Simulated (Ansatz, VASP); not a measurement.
# One calculation of Ti, two programs

```
CELL_PARAMETERS angstrom
-0.02030 2.01985 2.01985
2.01985 -0.02030 2.01985
2.01985 2.01985 -0.02030
ATOMIC_POSITIONS crystal
Ti 0.00000 0.00000 0.00000
```

Change from the starting cell: equal xy, yz and zx shear strains of -1 %.

Alike in both runs: task single point; functional PBE; k mesh 15 × 15 × 15; occupations fermi-dirac, width 0.05 eV; no spin polarisation.

|  | VASP | Ansatz |
| --- | --- | --- |
| version | VASP 6.6.1 | Ansatz 0.2.0 |
| potentials or method | VASP PAW PBE potentials, release 64 (Ti_sv), cutoff 520 eV | all-electron LAPW, scalar-relativistic |

|  | VASP | Ansatz | Ansatz less VASP |
| --- | --- | --- | --- |
| pressure (GPa) | 4.2 | 4.5 | +0.32 |
| traceless stress, the component that is largest in VASP (GPa) | 0.60 | 0.60 | +0.006 |

Ansatz ran all-electron here, and VASP with PAW potentials.
